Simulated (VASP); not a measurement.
The system is TaCo3.

```
Ta Co
1.0
     3.81129    0.00000    0.00000
     0.00000    3.81129    0.00000
     0.00000    0.00000    3.81129
Ta Co
1 3
Direct
  0.00000 0.00000 0.00000
  0.00000 0.50000 0.50000
  0.50000 0.00000 0.50000
  0.50000 0.50000 0.00000
```

This cell differs from its parent crystal: volume scaled by 1.12.

Base run:

| Item | Value |
| --- | --- |
| Program | VASP 6.6.1 |
| Functional | LDA |
| Potentials or basis | VASP PAW LDA potentials, release 64 (Ta_pv, Co) |
| Cutoff | 520 eV |
| k mesh | 9 × 9 × 9 |
| Occupations | fermi-dirac, width 0.08 eV |
| Spin | no spin polarisation |

Its results: pressure -37.7 GPa.

Task: The run is repeated on the same cell with these changes: spin from no spin polarisation to collinear spin, ferromagnetic start; further incar settings from ALGO = Normal; EDIFF = 1e-06; NBANDS = 27 to ALGO = Normal; EDIFF = 1e-06; NBANDS = 31. What comes out?

Result: Pressure -36.4 GPa; net moment 1.54 μB per cell; site moments Ta -0.21; Co +0.62 μB.
